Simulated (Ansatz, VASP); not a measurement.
# Two plane-wave programs on Sr3Mo

```
Sr Mo
1.0
     5.19600    0.00000    0.00000
     0.00000    5.19600    0.00000
     0.00000    0.00000    5.19600
Sr Mo
3 1
Cartesian
  0.0000 2.5980 2.5980
  2.5980 0.0000 2.5980
  2.5980 2.5980 0.0000
  0.0000 0.0000 0.0000
```

Alike in both runs: task relaxation of cell and atoms; functional PBE; k mesh 10 × 10 × 10; occupations gaussian, width 0.1 eV; no spin polarisation.

```csv
,VASP,Ansatz
version,VASP 6.6.1,Ansatz 0.2.0
potentials or method,"VASP PAW PBE potentials, release 64 (Sr_sv, Mo_sv), cutoff 600 eV","scalar-relativistic, plane waves, PAW"
valence electrons in the cell,44,44
```

|  | VASP | Ansatz | Ansatz less VASP |
| --- | --- | --- | --- |
| gap on the k mesh at the Fermi level, each at its own relaxed structure (eV) | none | none | - |
| relaxed volume (Å³/atom) | 35.32 | 35.14 | -0.185 |
| relaxed cell length with the largest relative difference (Å) | 5.208 | 5.199 | -0.0091 |

A gap of «none» marks a metal or a gap that the smearing closes.
